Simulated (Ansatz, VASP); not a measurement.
**One calculation of AlAu2, two programs**

```
Al Au
1.0
    -1.60275    1.60275    3.98245
     1.60275   -1.60275    3.98245
     1.60275    1.60275   -3.98245
Al Au
1 2
Cartesian
  0.0000 0.0000 0.0000
  0.0000 0.0000 5.2333
  0.0000 0.0000 2.7316
```

Alike in both runs: task single point; functional LDA; k mesh 16 × 16 × 16; occupations gaussian, width 0.15 eV; no spin polarisation.

|  | VASP | Ansatz |
| --- | --- | --- |
| version | VASP 6.6.1 | Ansatz 0.2.0 |
| potentials or method | VASP PAW LDA potentials, release 64 (Al, Au), cutoff 520 eV | scalar-relativistic, plane waves, PAW |
| valence electrons in the cell | 25 | 41 |

|  | VASP | Ansatz | Ansatz less VASP |
| --- | --- | --- | --- |
| gap on the k mesh at the Fermi level (eV) | none | none | - |
| rms of the force components (eV/Å) | 0.594 | 0.585 | -0.0089 |

LDA's correlation is that of Perdew and Zunger in VASP and of Perdew and Wang (1992) in Ansatz. Atom by atom the forces differ by 0.009 eV/Å (rms over components). A gap of «none» marks a metal or a gap that the smearing closes. VASP's potentials hold 25 valence electrons a cell and Ansatz's 41, so a difference there can come from the potentials and not from the codes.

Spin-orbit coupling is off throughout.
